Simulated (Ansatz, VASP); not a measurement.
## Two plane-wave programs on Fe

```xyz
1
Lattice="-1.3808 1.3808 1.3808 1.3808 -1.3808 1.3808 1.3808 1.3808 -1.3808" Properties=species:S:1:pos:R:3 pbc="T T T"
Fe    0.0000    0.0000    0.0000
```

Alike in both runs: task single point; functional PBE; k mesh 16 × 16 × 16; no spin polarisation.

|  | VASP | Ansatz |
| --- | --- | --- |
| version | VASP 6.6.1 | Ansatz 0.2.0 |
| potentials or method | VASP PAW PBE potentials, release 64 (Fe), cutoff 600 eV | plane waves (420 eV) with PAW, scalar-relativistic |
| occupations | methfessel-paxton of order 1, width 0.03 eV | cold, width 0.03 eV |
| valence electrons in the cell | 8 | 16 |

Ansatz gave:

```
pressure (GPa) : -1.1
```

Q: Estimate VASP's values.

A: Pressure (GPa): -1.7.

VASP's potentials hold 8 valence electrons a cell and Ansatz's 16, so a difference there can come from the potentials and not from the codes.
